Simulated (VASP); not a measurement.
C: relaxation of cell and atoms with PBE

Crystal: C.

```
C
1.0
    -1.47592    1.47592    1.83093
     1.47592   -1.47592    1.83093
     1.47592    1.47592   -1.83093
C
3
Direct
  0.50000 0.00000 0.50000
  0.00000 0.50000 0.50000
  0.00000 0.00000 0.00000
```

```
Program                : VASP 6.6.1
Task                   : relaxation of cell and atoms
Functional             : PBE
Potentials or basis    : VASP PAW PBE potentials, release 64 (C)
Cutoff                 : 600 eV
k mesh                 : 8 × 8 × 8
Occupations            : gaussian, width 0.1 eV
Spin                   : no spin polarisation
Dipole correction      : no
Further INCAR settings : ALGO = Normal; EDIFF = 1e-07; IBRION = 2; EDIFFG = -0.04; NSW = 90; ISIF = 3
```

The relaxed volume is 6.43 Å³/atom and the relaxed cell is a = 2.966 Å, b = 2.966 Å, c = 2.966 Å, α = 116.54°, β = 116.54°, γ = 96.10°. The space group after relaxing (to 0.05 Å) is I4/mmm (No. 139) and the energy gained by relaxing is 194.9 meV/atom. The ionic steps are 13 and the pressure after relaxing is 0.0 GPa. The band gap on the k mesh is zero (band 6 reaches 10.11 eV, above the bottom of band 7 at 8.37 eV).

Stress tensor (GPa, compression positive):
```
 0.03  0.00  0.00
 0.00  0.03  0.00
 0.00  0.00 -0.10
```

The path:
```tsv
step	energy change (eV)	largest force (eV/Å)	pressure (GPa)	volume (Å³)
1	0.0000	0.0000	68.61	15.95
2	-0.1955	0.0000	-30.15	21.79
3	-0.5565	0.0000	0.33	18.80
4	-0.5567	0.0000	1.28	18.74
5	-0.5566	0.0000	2.22	18.68
6	-0.5724	0.0000	1.33	18.87
7	-0.5830	0.0000	0.93	19.11
8	-0.5750	0.0000	1.45	19.57
9	-0.5842	0.0000	0.78	19.28
10	-0.5844	0.0000	0.82	19.23
11	-0.5844	0.0000	0.80	19.24
12	-0.5843	0.0000	-1.14	19.36
13	-0.5846	0.0000	-0.01	19.29
```

Final structure:
```
CELL_PARAMETERS angstrom
-1.55966 1.55966 1.98249
1.55966 -1.55966 1.98249
1.55966 1.55966 -1.98249
ATOMIC_POSITIONS crystal
C 0.50000 0.00000 0.50000
C 0.00000 0.50000 0.50000
C 0.00000 0.00000 0.00000
```

Levels at points of the mesh, in eV from the Fermi level:
| k point | band 3 | band 4 | band 5 | band 6 | band 7 | band 8 | band 9 | band 10 |
| --- | --- | --- | --- | --- | --- | --- | --- | --- |
| (0.00, 0.00, 0.00) | -8.21 | -3.28 | -2.44 | -0.37 | 1.66 | 1.66 | 1.73 | 7.98 |
| (0.50, 0.00, 0.00) | -8.62 | -4.78 | -3.09 | -1.15 | -0.43 | 1.67 | 5.97 | 8.49 |
| (0.50, 0.50, 0.00) | -10.27 | -6.03 | -5.90 | -2.51 | 2.82 | 6.24 | 7.70 | 7.80 |
| (0.50, 0.50, 0.50) | -10.71 | -10.71 | -8.99 | -1.66 | 3.09 | 3.09 | 6.16 | 9.04 |

Wall time 46 s on 1 thread of Intel(R) Xeon(R) Platinum 8488C (Sapphire Rapids), with other jobs on the host, peak memory 0.13 GiB.

Caveat: the k points lie up to 0.36 Å⁻¹ apart in the final cell; the volume moved by over 15 % at a fixed basis, so the end points are rough.
